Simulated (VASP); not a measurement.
# NaCl (Fm-3m) in VASP: further runs

Runs on NaCl. Level: LDA. Tasks: single point.

Everything below comes from runs of VASP 6.6.1. Logs are shortened: lines on timing, memory, paths and dates and some standing lists are left out, and cuts for length are marked.

### Step 1. The cell of the first run

It takes space group Fm-3m (No. 225, cubic). Conventional cell: a = 5.018 Å, b = 5.018 Å, c = 5.018 Å, α = 90.00°, β = 90.00°, γ = 90.00°. Within 3.3 Å of Na (site symmetry m-3m) lie 6 Cl at 2.51 Å. Cl (site symmetry m-3m) has 6 Na at 2.51 Å within 3.3 Å.

### Step 2. Single point, LDA

INCAR reads:

```
SYSTEM = NaCl
ALGO     = Normal         ! electronic algorithm
EDIFF    = 1E-7           ! SCF threshold, eV
ENCUT    = 520            ! plane-wave cutoff, eV
ISIF     = 2              ! what is computed and relaxed
ISMEAR   = 0              ! smearing method
LASPH    = .True.         ! aspherical terms in the spheres
LCHARG   = .False.        ! write CHGCAR
LREAL    = .False.        ! projectors in reciprocal space
LWAVE    = .False.        ! write WAVECAR
NBANDS   = 14             ! bands
NELM     = 60             ! most SCF steps
PREC     = Accurate       ! precision mode
SIGMA    = 0.01           ! smearing width, eV
```

KPOINTS reads:

```
k-points
0
Gamma
  8 8 8
  0 0 0
```

POSCAR reads:

```
NaCl
1.0
    2.5091669534      2.5091669534      0.0000000000
   -2.5091669534      2.5091669534      0.0000000000
    0.0000000000      2.5091669534      2.5091669534
Na Cl
1 1
Direct
    0.0000000000      0.0000000000      0.0000000000
    0.5000000000      0.5000000000      0.0000000000
```

Potentials or basis: VASP PAW LDA potentials, release 64 (Na_pv, Cl).

Command:

```console
$ cat potpaw_LDA.64/Na_pv/POTCAR potpaw_LDA.64/Cl/POTCAR > POTCAR
$ mpirun -np 1 vasp_std > vasp.out
```

OUTCAR:

```text
SYSTEM = NaCl
   EDIFF = 1E-7
   ENCUT = 520
   ISIF = 2
   ISMEAR = 0
   LASPH = .True.
   LREAL = .False.
   NELM = 60
   PREC = Accurate

 ion  position               nearest neighbor table
   1  0.000  0.000  0.000-   2 2.51   2 2.51   2 2.51   2 2.51   2 2.51   2 2.51
   2  0.500  0.500  0.000-   1 2.51   1 2.51   1 2.51   1 2.51   1 2.51   1 2.51

  LATTYP: Found a face centered cubic cell.
 ALAT       =     5.0183339068

  Lattice vectors:

 A1 = (   0.0000000000,   2.5091669534,   2.5091669534)
 A2 = (   2.5091669534,   0.0000000000,   2.5091669534)
 A3 = (   2.5091669534,   2.5091669534,   0.0000000000)

Analysis of symmetry for initial positions (statically):
=====================================================================
 Subroutine PRICEL returns:
 Original cell was already a primitive cell.

 Routine SETGRP: Setting up the symmetry group for a
 face centered cubic supercell.

 Subroutine GETGRP returns: Found 48 space group operations
 (whereof 48 operations were pure point group operations)
 out of a pool of 48 trial point group operations.

The static configuration has the point symmetry O_h .

Analysis of symmetry for dynamics (positions and initial velocities):
=====================================================================
 Subroutine PRICEL returns:
 Original cell was already a primitive cell.

 Routine SETGRP: Setting up the symmetry group for a
 face centered cubic supercell.

 Subroutine GETGRP returns: Found 48 space group operations
 (whereof 48 operations were pure point group operations)
 out of a pool of 48 trial point group operations.

The dynamic configuration has the point symmetry O_h .

 Subroutine INISYM returns: Found 48 space group operations
 (whereof 48 operations are pure point group operations),
 and found     1 'primitive' translations

----------------------------------------------------------------------------------------

                                     Primitive cell

  volume of cell :      31.5950

  direct lattice vectors                    reciprocal lattice vectors
     2.509166953  2.509166953  0.000000000     0.199269323  0.199269323 -0.199269323
    -2.509166953  2.509166953  0.000000000    -0.199269323  0.199269323 -0.199269323
     0.000000000  2.509166953  2.509166953     0.000000000  0.000000000  0.398538646

  length of vectors
     3.548497936  3.548497936  3.548497936     0.345144592  0.345144592  0.398538646

  position of ions in fractional coordinates (direct lattice)
     0.000000000  0.000000000  0.000000000
     0.500000000  0.500000000  0.000000000

  ion indices of the primitive-cell ions
   primitive index   ion index
                 1           1
                 2           2

----------------------------------------------------------------------------------------

 KPOINTS: k-points

Automatic generation of k-mesh.
 Grid dimensions read from file:
 generate k-points for:    8    8    8

 Generating k-lattice:

  Cartesian coordinates                     Fractional coordinates (reciprocal lattice)
     0.024908665  0.024908665 -0.024908665     0.125000000  0.000000000  0.000000000
    -0.024908665  0.024908665 -0.024908665     0.000000000  0.125000000  0.000000000
     0.000000000  0.000000000  0.049817331     0.000000000  0.000000000  0.125000000

  Length of vectors
     0.043143074  0.043143074  0.049817331

  Shift w.r.t. Gamma in fractional coordinates (k-lattice)
     0.000000000  0.000000000  0.000000000

 Subroutine IBZKPT returns following result:
 ===========================================

 Found     29 irreducible k-points:

 Following reciprocal coordinates:
            Coordinates               Weight
  0.000000  0.000000  0.000000      1.000000
  0.125000  0.000000  0.000000      8.000000
  0.250000  0.000000  0.000000      8.000000
  0.375000  0.000000  0.000000      8.000000
  0.500000  0.000000  0.000000      4.000000
  0.125000  0.125000  0.000000     12.000000
[... 16 lines left out ...]
  0.375000  0.250000  0.125000     48.000000
  0.500000  0.250000  0.125000     24.000000
 [... further k-points ...]
   k-points           NKPTS =     29   k-points in BZ     NKDIM =     29   number of bands    NBANDS=     14
   number of dos      NEDOS =    301   number of ions     NIONS =      2
   total plane-waves  NPLWV =  21952
   dimension x,y,z NGX =    28 NGY =   28 NGZ =   28
   dimension x,y,z NGXF=    56 NGYF=   56 NGZF=   56
   ions per type =               1   1
   NGX,Y,Z   is equivalent  to a cutoff of  13.12, 13.12, 13.12 a.u.
   NGXF,Y,Z  is equivalent  to a cutoff of  26.24, 26.24, 26.24 a.u.
 SYSTEM =  NaCl
   PREC   = accura    normal or accurate (medium, high low for compatibility)
   ISTART =      0    job   : 0-new  1-cont  2-samecut
   ICHARG =      2    charge: 1-file 2-atom 10-const
   ISPIN  =      1    spin polarized calculation?
   LNONCOLLINEAR =      F non collinear calculations
   LSORBIT =      F    spin-orbit coupling
   LASPH  =      T    aspherical Exc in radial PAW
   ENCUT  =  520.0 eV  38.22 Ry    6.18 a.u.   6.60  6.60  6.60*2*pi/ulx,y,z
   NELM   =     60;   NELMIN=  2; NELMDL= -5     # of ELM steps
   EDIFF  = 0.1E-06   stopping-criterion for ELM
   LREAL  =      F    real-space projection
   EDIFFG = 0.1E-05   stopping-criterion for IOM
   NSW    =      0    number of steps for IOM
   IBRION =     -1    ionic relax: 0-MD 1-quasi-New 2-CG
   NFREE  =      0    steps in history (QN), initial steepest desc. (CG)
   ISIF   =      2    stress and relaxation
   ISYM   =      2    0-nonsym 1-usesym 2-fastsym
   POTIM  = 0.5000    time-step for ionic-motion
   TEBEG  =    0.0;   TEEND  =   0.0 temperature during run
   PSTRESS=    0.0 pullay stress
   NELECT =      14.0000    total number of electrons
   NUPDOWN=      -1.0000    fix difference up-down
   EMIN   =  10.00;   EMAX   =-10.00  energy-range for DOS
   EFERMI =   0.00;   METHOD = LEGACY
   ISMEAR =     0;   SIGMA  =   0.01  broadening in eV -4-tet -1-fermi 0-gaus
   EFERMI_NEDOS =   21; number of points for ismear=-14 and -15
   IALGO  =     38    algorithm
   IMIX   =      4    mixing-type and parameters
     AMIX     =   0.40;   BMIX     =  1.00
     AMIX_MAG =   1.60;   BMIX_MAG =  1.00
  volume/ion in A,a.u.               =      15.80       106.61
  Fermi-wavevector in a.u.,A,eV,Ry     =   1.248086  2.358541 21.194060  1.557719
  Thomas-Fermi vector in A             =   2.382189
   LORBIT       =      0    0 simple, 1 ext, 2 COOP (PROOUT), +10 PAW based schemes
   GGA     = CA    functional components
   LHFCALC =     F    Hartree Fock is set to
   AEXX    =    0.0000 exact exchange contribution
   IVDW    =     0    specifies the selected vdW correction
   LEPSILON=     F    determine dielectric tensor
   LRPA    =     F    only Hartree local field effects (RPA)
 non-spin polarized calculation
 Gauss-broadening in eV      SIGMA  =   0.01
  energy-cutoff  :      520.00
  volume of cell :       31.60
 maximum number of plane-waves:       877
 NGX is ok and might be reduce to    28
   NGX = 13   NGY = 13   NGZ = 13

 number of electron      14.0000004 magnetization

 Free energy of the ion-electron system (eV)
  ---------------------------------------------------
  ext. energy  EPLUGINS =         0.00000000
  ---------------------------------------------------
  free energy    TOTEN  =        -7.04605058 eV

  energy without entropy =       -7.04605058  energy(sigma->0) =       -7.04605058

 E-fermi :   1.7665     XC(G=0): -10.3268

 val. band max:        1.6789104080   @ k =   0.0000   0.0000   0.0000
 cond. band min:       8.1190340458   @ k =   0.0000   0.0000   0.0000
 fundamental gap:      6.4401236378
 Fermi energy:         1.7664570266

 k-point     1 :       0.0000    0.0000    0.0000
  band No.  band energies     occupation
      1     -18.7864      2.00000
      2     -18.7864      2.00000
      3     -18.7864      2.00000
      4     -12.0468      2.00000
      5       1.6789      2.00000
      6       1.6789      2.00000
      7       1.6789      2.00000
      8       8.1190      0.00000
      9      12.6511      0.00000
     10      12.6511      0.00000
     11      12.6511      0.00000
     12      15.4145      0.00000
     13      15.4145      0.00000
     14      17.3764      0.00000

 k-point     2 :       0.1250    0.0000    0.0000
  band No.  band energies     occupation
      1     -18.8101      2.00000
      2     -18.7876      2.00000
      3     -18.7876      2.00000
      4     -11.9191      2.00000
      5       1.0338      2.00000
      6       1.5880      2.00000
      7       1.5880      2.00000
      8       8.7556      0.00000
      9      12.1563      0.00000
     10      12.9508      0.00000
     11      12.9508      0.00000
     12      15.2686      0.00000
     13      15.2686      0.00000
     14      18.7013      0.00000

 k-point     3 :       0.2500    0.0000    0.0000
  band No.  band energies     occupation
      1     -18.8652      2.00000
      2     -18.7904      2.00000
      3     -18.7904      2.00000
      4     -11.5942      2.00000
      5      -0.2302      2.00000
      6       1.3808      2.00000
      7       1.3808      2.00000
      8       9.4140      0.00000
      9      12.3867      0.00000
     10      13.3206      0.00000
     11      13.3206      0.00000
     12      15.6472      0.00000
     13      15.6472      0.00000
     14      19.6493      0.00000
[... 324 lines left out ...]
 k-point    23 :       0.3750    0.2500    0.1250
  band No.  band energies     occupation
      1     -18.8958      2.00000
      2     -18.8204      2.00000
      3     -18.8010      2.00000
      4     -11.1422      2.00000
      5      -1.0317      2.00000
      6       0.3816      2.00000
      7       0.9577      2.00000
      8      10.5222      0.00000
      9      12.0221      0.00000
     10      12.5011      0.00000
     11      14.5736      0.00000
     12      16.6348      0.00000
     13      19.9451      0.00000
     14      20.2511      0.00000

 k-point    24 :       0.5000    0.2500    0.1250
  band No.  band energies     occupation
      1     -18.9060      2.00000
      2     -18.8225      2.00000
      3     -18.8047      2.00000
      4     -11.0315      2.00000
      5      -1.2566      2.00000
      6       0.2354      2.00000
      7       0.8640      2.00000
      8      10.4706      0.00000
      9      11.8649      0.00000
     10      13.4850      0.00000
     11      14.3381      0.00000
     12      17.5204      0.00000
     13      19.5385      0.00000
     14      20.4743      0.00000

 [... further k-points ...]

------------------------ aborting loop because EDIFF is reached ----------------------------------------

  FORCE on cell =-STRESS in cart. coord.  units (eV):
  Direction    XX          YY          ZZ          XY          YZ          ZX
  --------------------------------------------------------------------------------------
  -------------------------------------------------------------------------------------
  Total        2.9822609      2.9822609      2.9822609     -0.0000000     -0.0000000     -0.0000000
  in kB      151.2298589    151.2298589    151.2298589     -0.0000000     -0.0000000     -0.0000000
  external PRESSURE =     151.2298589 kB  Pullay stress =       0.0000000 kB

 VOLUME and BASIS-vectors are now :
 -----------------------------------------------------------------------------
  energy-cutoff  :      520.00
  volume of cell :       31.60
      direct lattice vectors                 reciprocal lattice vectors
     2.509166953  2.509166953  0.000000000     0.199269323  0.199269323 -0.199269323
    -2.509166953  2.509166953  0.000000000    -0.199269323  0.199269323 -0.199269323
     0.000000000  2.509166953  2.509166953     0.000000000  0.000000000  0.398538646

 POSITION                                       TOTAL-FORCE (eV/Angst)
 -----------------------------------------------------------------------------------
      0.00000      0.00000      0.00000         0.000000     -0.000000      0.000000
      0.00000      2.50917      0.00000        -0.000000      0.000000      0.000000
 -----------------------------------------------------------------------------------
    total drift:                               -0.000000      0.000000     -0.000000

  FREE ENERGIE OF THE ION-ELECTRON SYSTEM (eV)
  ---------------------------------------------------
  free  energy   TOTEN  =        -7.0460505803 eV

  energy  without entropy=       -7.0460505803  energy(sigma->0) =       -7.04605058
```

It took 9 s on 1 thread of Intel Xeon 6975P-C (Granite Rapids), shared host; peak memory 0.13 GiB.

Results:

```
Free energy            : -7.0461 eV
Pressure               : 15.1 GPa
Band gap on the k mesh : 6.44 eV, direct
```

Levels at points of the mesh, in eV from the valence-band top:
| k point | band 5 | band 6 | band 7 | band 8 | band 9 | band 10 |
| --- | --- | --- | --- | --- | --- | --- |
| (0.00, 0.00, 0.00) | 0.00 | 0.00 | 0.00 | 6.44 | 10.97 | 10.97 |
| (0.50, 0.00, 0.00) | -3.39 | -0.57 | -0.57 | 7.42 | 11.42 | 11.42 |
| (0.50, 0.50, 0.00) | -2.90 | -1.06 | -1.06 | 7.11 | 8.13 | 13.75 |

Expect the measured gap to be larger: semilocal functionals such as LDA lack the derivative discontinuity.

### Step 3. Single point, LDA

INCAR reads:

```
PREC = Accurate
ENCUT = 520
EDIFF = 1E-7
ISMEAR = 0
SIGMA = 0.01
LREAL = False
LASPH = True
NELM = 100
ALGO = Normal
ISIF = 2
LWAVE = False
LCHARG = False
NBANDS = 14
```

KPOINTS reads:

```
regular mesh
0
Gamma
  8 8 8
```

POSCAR is that of step 2.

Potentials or basis: VASP PAW LDA potentials, release 64 (Na_pv, Cl).

Command:

```console
$ cat potpaw_LDA.64/Na_pv/POTCAR potpaw_LDA.64/Cl/POTCAR > POTCAR
$ mpirun -np 1 vasp_std > vasp.out
```

Run time: 12 s. Hardware: 1 thread of Intel Xeon 6975P-C (Granite Rapids), shared host; peak memory 0.13 GiB.

The run converged. Its results:

| Item | Value |
| --- | --- |
| Free energy | -7.0461 eV |
| Pressure | 15.1 GPa |
| Band gap on the k mesh | 6.44 eV, direct |

Levels at points of the mesh, in eV from the valence-band top:
```tsv
k point	band 4	band 5	band 6	band 7	band 8	band 9	band 10	band 11
(0.00, 0.00, 0.00)	-13.73	0.00	0.00	0.00	6.44	10.97	10.97	10.97
(0.50, 0.00, 0.00)	-12.76	-3.39	-0.57	-0.57	7.42	11.42	11.42	13.39
(0.50, 0.50, 0.00)	-12.74	-2.90	-1.06	-1.06	7.11	8.13	13.75	16.33
```
